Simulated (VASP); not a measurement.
# Re2Te (I4/mmm) in VASP: single point with PBE

Aim: the single point of Re2Te with PBE.

Everything below comes from runs of VASP 6.6.1. Logs are shortened: lines on timing, memory, paths and dates and some standing lists are left out, and cuts for length are marked.

## (1) The cell of the first run

Symmetry: I4/mmm, No. 139, tetragonal system. Conventional cell: a = 3.055 Å, b = 3.055 Å, c = 11.268 Å, α = 90.00°, β = 90.00°, γ = 90.00°. Within 3.6 Å of Re (site symmetry 4mm) lie 8 Re at 2.64 to 3.05 Å and 5 Te at 2.98 to 3.58 Å. Within 3.9 Å of Te (site symmetry 4/mmm) lie 10 Re at 2.98 to 3.58 Å and 4 Te at 3.05 Å.

## (2) Single point, PBE

INCAR

```
SYSTEM = Re2Te
PREC = Accurate
ENCUT = 520
EDIFF = 1E-6
ISMEAR = 0
SIGMA = 0.1
LREAL = .FALSE.
LASPH = .TRUE.
NELM = 60
ALGO = Fast
ISIF = 2
LWAVE = .FALSE.
LCHARG = .TRUE.
GGA = PE
LELF = .TRUE.
LVHAR = .TRUE.
NBANDS = 17
```

KPOINTS

```
Automatic mesh
0
G
  22 22 22
  0 0 0
```

POSCAR

```
Re2Te
1.0
   -1.5273546445      1.5273546445      5.6337835786
    1.5273546445     -1.5273546445      5.6337835786
    1.5273546445      1.5273546445     -5.6337835786
Re Te
2 1
Direct
    0.6825825214      0.6825825214      0.0000000000
    0.3174174786      0.3174174786      0.0000000000
    0.0000000000      0.0000000000      0.0000000000
```

Potentials or basis: VASP PAW PBE potentials, release 64 (Re, Te).

The run is started by

```bash
> cat potpaw_PBE.64/Re/POTCAR potpaw_PBE.64/Te/POTCAR > POTCAR
> mpirun -np 1 vasp_std > vasp.out
```

OUTCAR:

```text
SYSTEM = Re2Te
   PREC = Accurate
   ENCUT = 520
   EDIFF = 1E-6
   ISMEAR = 0
   LREAL = .FALSE.
   LASPH = .TRUE.
   NELM = 60
   ISIF = 2
   GGA = PE

 ion  position               nearest neighbor table
   1  0.683  0.683  0.000-   2 2.64   2 2.64   2 2.64   2 2.64   3 2.98   3 2.98   3 2.98   3 2.98

   2  0.317  0.317  0.000-   1 2.64   1 2.64   1 2.64   1 2.64   3 2.98   3 2.98   3 2.98   3 2.98

   3  0.000  0.000  0.000-   2 2.98   1 2.98   1 2.98   1 2.98   1 2.98   2 2.98   2 2.98   2 2.98

  LATTYP: Found a body centered tetragonal cell.
 ALAT       =     3.0547092890
 C/A-ratio  =     3.6885890247

  Lattice vectors:

 A1 = (  -1.5273546445,   1.5273546445,   5.6337835786)
 A2 = (   1.5273546445,  -1.5273546445,   5.6337835786)
 A3 = (   1.5273546445,   1.5273546445,  -5.6337835786)

Analysis of symmetry for initial positions (statically):
=====================================================================
 Subroutine PRICEL returns:
 Original cell was already a primitive cell.

 Routine SETGRP: Setting up the symmetry group for a
 body centered tetragonal supercell.

 Subroutine GETGRP returns: Found 16 space group operations
 (whereof 16 operations were pure point group operations)
 out of a pool of 16 trial point group operations.

The static configuration has the point symmetry D_4h.

Analysis of symmetry for dynamics (positions and initial velocities):
=====================================================================
 Subroutine PRICEL returns:
 Original cell was already a primitive cell.

 Routine SETGRP: Setting up the symmetry group for a
 body centered tetragonal supercell.

 Subroutine GETGRP returns: Found 16 space group operations
 (whereof 16 operations were pure point group operations)
 out of a pool of 16 trial point group operations.

The dynamic configuration has the point symmetry D_4h.

 Subroutine INISYM returns: Found 16 space group operations
 (whereof 16 operations are pure point group operations),
 and found     1 'primitive' translations

----------------------------------------------------------------------------------------

                                     Primitive cell

  volume of cell :      52.5702

  direct lattice vectors                    reciprocal lattice vectors
    -1.527354644  1.527354644  5.633783579     0.000000000  0.327363394  0.088750303
     1.527354644 -1.527354644  5.633783579     0.327363394  0.000000000  0.088750303
     1.527354644  1.527354644 -5.633783579     0.327363394  0.327363394  0.000000000

  length of vectors
     6.033667362  6.033667362  6.033667362     0.339180495  0.339180495  0.462961751

  position of ions in fractional coordinates (direct lattice)
     0.682582521  0.682582521  0.000000000
     0.317417479  0.317417479  0.000000000
     0.000000000  0.000000000  0.000000000

  ion indices of the primitive-cell ions
   primitive index   ion index
                 1           1
                 2           2
                 3           3

----------------------------------------------------------------------------------------

 KPOINTS: Automatic mesh

Automatic generation of k-mesh.
 Grid dimensions read from file:
 generate k-points for:   22   22   22

 Generating k-lattice:

  Cartesian coordinates                     Fractional coordinates (reciprocal lattice)
     0.000000000  0.014880154  0.004034105     0.045454545 -0.000000000  0.000000000
     0.014880154  0.000000000  0.004034105    -0.000000000  0.045454545  0.000000000
     0.014880154  0.014880154  0.000000000     0.000000000  0.000000000  0.045454545

  Length of vectors
     0.015417295  0.015417295  0.021043716

  Shift w.r.t. Gamma in fractional coordinates (k-lattice)
     0.000000000  0.000000000  0.000000000

 Subroutine IBZKPT returns following result:
 ===========================================

 Found    834 irreducible k-points:

 Following reciprocal coordinates:
            Coordinates               Weight
  0.000000  0.000000  0.000000      1.000000
  0.045455  0.000000  0.000000      8.000000
  0.090909  0.000000  0.000000      8.000000
  0.136364 -0.000000  0.000000      8.000000
  0.181818 -0.000000  0.000000      8.000000
  0.227273  0.000000  0.000000      8.000000
[... 16 lines left out ...]
  0.500000  0.045455  0.000000     16.000000
 -0.454545  0.045455 -0.000000     16.000000
 [... further k-points ...]
   k-points           NKPTS =    834   k-points in BZ     NKDIM =    834   number of bands    NBANDS=     17
   number of dos      NEDOS =    301   number of ions     NIONS =      3
   total plane-waves  NPLWV = 110592
   dimension x,y,z NGX =    48 NGY =   48 NGZ =   48
   dimension x,y,z NGXF=    96 NGYF=   96 NGZF=   96
   ions per type =               2   1
   NGX,Y,Z   is equivalent  to a cutoff of  13.23, 13.23, 13.23 a.u.
   NGXF,Y,Z  is equivalent  to a cutoff of  26.45, 26.45, 26.45 a.u.
 SYSTEM =  Re2Te
   PREC   = accura    normal or accurate (medium, high low for compatibility)
   ISTART =      0    job   : 0-new  1-cont  2-samecut
   ICHARG =      2    charge: 1-file 2-atom 10-const
   ISPIN  =      1    spin polarized calculation?
   LNONCOLLINEAR =      F non collinear calculations
   LSORBIT =      F    spin-orbit coupling
   LASPH  =      T    aspherical Exc in radial PAW
   ENCUT  =  520.0 eV  38.22 Ry    6.18 a.u.  11.22 11.22 11.22*2*pi/ulx,y,z
   NELM   =     60;   NELMIN=  2; NELMDL= -5     # of ELM steps
   EDIFF  = 0.1E-05   stopping-criterion for ELM
   LREAL  =      F    real-space projection
   EDIFFG = 0.1E-04   stopping-criterion for IOM
   NSW    =      0    number of steps for IOM
   IBRION =     -1    ionic relax: 0-MD 1-quasi-New 2-CG
   NFREE  =      0    steps in history (QN), initial steepest desc. (CG)
   ISIF   =      2    stress and relaxation
   ISYM   =      2    0-nonsym 1-usesym 2-fastsym
   POTIM  = 0.5000    time-step for ionic-motion
   TEBEG  =    0.0;   TEEND  =   0.0 temperature during run
   PSTRESS=    0.0 pullay stress
   NELECT =      20.0000    total number of electrons
   NUPDOWN=      -1.0000    fix difference up-down
   EMIN   =  10.00;   EMAX   =-10.00  energy-range for DOS
   EFERMI =   0.00;   METHOD = LEGACY
   ISMEAR =     0;   SIGMA  =   0.10  broadening in eV -4-tet -1-fermi 0-gaus
   EFERMI_NEDOS =   21; number of points for ismear=-14 and -15
   IALGO  =     68    algorithm
   IMIX   =      4    mixing-type and parameters
     AMIX     =   0.40;   BMIX     =  1.00
     AMIX_MAG =   1.60;   BMIX_MAG =  1.00
  volume/ion in A,a.u.               =      17.52       118.25
  Fermi-wavevector in a.u.,A,eV,Ry     =   1.186237  2.241663 19.145555  1.407159
  Thomas-Fermi vector in A             =   2.322414
   LORBIT       =      0    0 simple, 1 ext, 2 COOP (PROOUT), +10 PAW based schemes
   GGA     = PE    functional components
   LHFCALC =     F    Hartree Fock is set to
   AEXX    =    0.0000 exact exchange contribution
   IVDW    =     0    specifies the selected vdW correction
   LEPSILON=     F    determine dielectric tensor
   LRPA    =     F    only Hartree local field effects (RPA)
 non-spin polarized calculation
 RMM-DIIS sequential band-by-band and
 Gauss-broadening in eV      SIGMA  =   0.10
  energy-cutoff  :      520.00
  volume of cell :       52.57
 maximum number of plane-waves:      1441
 NGX is ok and might be reduce to    48
   NGX = 23   NGY = 23   NGZ = 23

 number of electron      20.0000000 magnetization

 Free energy of the ion-electron system (eV)
  ---------------------------------------------------
  ext. energy  EPLUGINS =         0.00000000
  ---------------------------------------------------
  free energy    TOTEN  =       -26.37893437 eV

  energy without entropy =      -26.37234782  energy(sigma->0) =      -26.37564109

 E-fermi :   9.8334     XC(G=0): -12.5960

 val. band max:        9.8331288436   @ k =  -0.1818  -0.2727   0.1818
 cond. band min:       9.8397675323   @ k =  -0.0455   0.3182   0.0455
 fundamental gap:      0.0066386887
 Fermi energy:         9.8334407274

 k-point     1 :       0.0000    0.0000    0.0000
  band No.  band energies     occupation
      1      -5.5017      2.00000
      2       2.2932      2.00000
      3       3.0888      2.00000
      4       4.4946      2.00000
      5       6.3940      2.00000
      6       8.1141      2.00000
[... 9 lines left out ...]
     16      16.2364      0.00000
     17      17.0513      0.00000

 k-point     2 :       0.0455    0.0000    0.0000
  band No.  band energies     occupation
      1      -5.4684      2.00000
      2       2.2810      2.00000
      3       3.1542      2.00000
      4       4.5231      2.00000
      5       6.4190      2.00000
      6       7.8501      2.00000
[... 9 lines left out ...]
     16      16.4253      0.00000
     17      17.4675      0.00000

 k-point     3 :       0.0909    0.0000    0.0000
  band No.  band energies     occupation
      1      -5.3692      2.00000
      2       2.2635      2.00000
      3       3.3224      2.00000
      4       4.6086      2.00000
      5       6.4842      2.00000
      6       7.3270      2.00000
[... 9 lines left out ...]
     16      16.5850      0.00000
     17      17.0327      0.00000

 k-point     4 :       0.1364   -0.0000    0.0000
  band No.  band energies     occupation
      1      -5.2063      2.00000
      2       2.2690      2.00000
      3       3.5357      2.00000
      4       4.7503      2.00000
      5       6.4567      2.00000
      6       6.8344      2.00000
[... 9 lines left out ...]
     16      16.0652      0.00000
     17      16.6146      0.00000

 k-point     5 :       0.1818   -0.0000    0.0000
  band No.  band energies     occupation
      1      -4.9837      2.00000
      2       2.3114      2.00000
      3       3.7195      2.00000
      4       4.9433      2.00000
      5       5.9210      2.00000
      6       6.8642      2.00000
[... 9 lines left out ...]
     16      15.2185      0.00000
     17      16.5904      0.00000

 k-point     6 :       0.2273    0.0000    0.0000
  band No.  band energies     occupation
      1      -4.7073      2.00000
      2       2.3914      2.00000
      3       3.7600      2.00000
      4       5.1566      2.00000
      5       5.3810      2.00000
      6       7.0242      2.00000
[... 9 lines left out ...]
     16      14.4848      0.00000
     17      16.5908      0.00000

 k-point     7 :       0.2727    0.0000    0.0000
  band No.  band energies     occupation
      1      -4.3864      2.00000
      2       2.4895      2.00000
      3       3.5301      2.00000
      4       5.0471      2.00000
      5       5.3851      2.00000
      6       7.1983      2.00000
[... 9 lines left out ...]
     16      13.8812      0.00000
     17      16.6435      0.00000

 k-point     8 :       0.3182   -0.0000    0.0000
  band No.  band energies     occupation
      1      -4.0346      2.00000
      2       2.4905      2.00000
      3       3.1936      2.00000
      4       4.9559      2.00000
      5       5.4934      2.00000
      6       7.1088      2.00000
[... 9 lines left out ...]
     16      13.4374      0.00000
     17      16.7599      0.00000
[... 203 lines left out ...]
      1      -3.9996      2.00000
      2       2.5054      2.00000
      3       3.2628      2.00000
      4       4.9238      2.00000
      5       5.5063      2.00000
      6       7.0417      2.00000
[... 9 lines left out ...]
     16      13.7637      0.00000
     17      17.1300      0.00000

 k-point    20 :       0.3636    0.0455    0.0000
  band No.  band energies     occupation
      1      -3.6416      2.00000
      2       2.1948      2.00000
      3       3.2275      2.00000
      4       4.8497      2.00000
      5       5.5076      2.00000
      6       6.9802      2.00000
[... 9 lines left out ...]
     16      13.5896      0.00000
     17      18.1978      0.00000

 k-point    21 :       0.4091    0.0455   -0.0000
  band No.  band energies     occupation
      1      -3.3120      2.00000
      2       1.7281      2.00000
      3       3.4541      2.00000
      4       4.6753      2.00000
      5       5.5011      2.00000
      6       6.9339      2.00000
[... 9 lines left out ...]
     16      13.6253      0.00000
     17      16.6769      0.00000

 k-point    22 :       0.4545    0.0455   -0.0000
  band No.  band energies     occupation
      1      -3.0672      2.00000
      2       1.3683      2.00000
      3       3.7385      2.00000
      4       4.4278      2.00000
      5       5.5183      2.00000
      6       6.9050      2.00000
[... 9 lines left out ...]
     16      13.7157      0.00000
     17      15.9683      0.00000

 k-point    23 :       0.5000    0.0455    0.0000
  band No.  band energies     occupation
      1      -2.9746      2.00000
      2       1.2278      2.00000
      3       3.8880      2.00000
      4       4.3067      2.00000
      5       5.5390      2.00000
      6       6.8874      2.00000
[... 9 lines left out ...]
     16      13.7208      0.00000
     17      15.7407      0.00000

 k-point    24 :      -0.4545    0.0455   -0.0000
  band No.  band energies     occupation
      1      -3.0686      2.00000
      2       1.3504      2.00000
      3       3.6839      2.00000
      4       4.5375      2.00000
      5       5.5493      2.00000
      6       6.8823      2.00000
[... 9 lines left out ...]
     16      13.5950      0.00000
     17      16.2041      0.00000

 [... further k-points ...]

------------------------ aborting loop because EDIFF is reached ----------------------------------------

  FORCE on cell =-STRESS in cart. coord.  units (eV):
  Direction    XX          YY          ZZ          XY          YZ          ZX
  --------------------------------------------------------------------------------------
  -------------------------------------------------------------------------------------
  Total       -0.1310082     -0.1310082     -0.1358460      0.0000000      0.0000000      0.0000000
  in kB       -3.9927237     -3.9927237     -4.1401629      0.0000000      0.0000000      0.0000000
  external PRESSURE =      -4.0418701 kB  Pullay stress =       0.0000000 kB

 VOLUME and BASIS-vectors are now :
 -----------------------------------------------------------------------------
  energy-cutoff  :      520.00
  volume of cell :       52.57
      direct lattice vectors                 reciprocal lattice vectors
    -1.527354644  1.527354644  5.633783579     0.000000000  0.327363394  0.088750303
     1.527354644 -1.527354644  5.633783579     0.327363394  0.000000000  0.088750303
     1.527354644  1.527354644 -5.633783579     0.327363394  0.327363394  0.000000000

 POSITION                                       TOTAL-FORCE (eV/Angst)
 -----------------------------------------------------------------------------------
      0.00000      0.00000      7.69104         0.000000      0.000000      0.093652
      0.00000      0.00000      3.57652        -0.000000     -0.000000     -0.093652
      0.00000      0.00000      0.00000         0.000000      0.000000     -0.000000
 -----------------------------------------------------------------------------------
    total drift:                                0.000000      0.000000      0.000000

  FREE ENERGIE OF THE ION-ELECTRON SYSTEM (eV)
  ---------------------------------------------------
  free  energy   TOTEN  =       -26.3789343679 eV

  energy  without entropy=      -26.3723478193  energy(sigma->0) =      -26.37564109
```

Wall time 33 min (1 thread of Intel Xeon Platinum 8488C (Sapphire Rapids), shared host); peak memory 0.95 GiB.

What came out:

```yaml
Free_energy: -26.3789 eV
Pressure: -0.4 GPa
Largest_force: 0.094 eV/Å
Band_gap_on_the_k_mesh: zero (bands 10 and 11 overlap by 1.69 eV)
```

Forces on the atoms (eV/Å):
```
Re   0.000  0.000  0.094
Re   0.000  0.000 -0.094
Te   0.000  0.000  0.000
```

Caveat: spin-orbit coupling is left out, which moves the levels of the heavy elements.
